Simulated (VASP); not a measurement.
Set up this calculation in VASP 6.6.1, as the native input.

```yaml
Task: single point
Functional: PBE
Potentials_or_basis: VASP PAW PBE potentials, release 64 (Sn_d, Se)
Cutoff: 520 eV
k_mesh: 15 × 15 × 15
Occupations: fermi-dirac, width 0.05 eV
Spin: no spin polarisation
Dipole_correction: no
Further_INCAR_settings: ALGO = Normal; EDIFF = 1e-06; NBANDS = 17
```

The structure of SnSe (rocksalt type) lies in POSCAR:

```
SnSe
1.0
    0.0000000000      2.5847549447      2.5847549447
    2.5847549447      0.0000000000      2.5847549447
    2.5847549447      2.5847549447      0.0000000000
Sn Se
1 1
Direct
    0.0000000000      0.0000000000      0.0000000000
    0.5000000000      0.5000000000      0.5000000000
```

One way to write it, as run:

INCAR

```
SYSTEM = SnSe
PREC     = Accurate       ! precision mode
ENCUT    = 520            ! plane-wave cutoff, eV
EDIFF    = 1E-6           ! SCF threshold, eV
ISMEAR   = -1             ! smearing method
SIGMA    = 0.05           ! smearing width, eV
LREAL    = .FALSE.        ! projectors in reciprocal space
LASPH    = .TRUE.         ! aspherical terms in the spheres
NELM     = 60             ! most SCF steps
ALGO     = Normal         ! electronic algorithm
ISIF     = 2              ! what is computed and relaxed
LWAVE    = .FALSE.        ! write WAVECAR
LCHARG   = .FALSE.        ! write CHGCAR
GGA      = PE             ! functional
NBANDS   = 17             ! bands
```

KPOINTS

```
Automatic mesh
0
G
  15 15 15
  0 0 0
```

Potentials or basis: VASP PAW PBE potentials, release 64 (Sn_d, Se).

Run with:

```sh
$ cat potpaw_PBE.64/Sn_d/POTCAR potpaw_PBE.64/Se/POTCAR > POTCAR
$ mpirun -np 1 vasp_std > vasp.out
```

Results of the run:

```yaml
Pressure: 64.6 GPa
```

Caveat: the cell stands under pressure.

It took 94 s on 1 thread of Intel Xeon 8259CL, with other jobs on the host, peak memory 0.21 GiB.
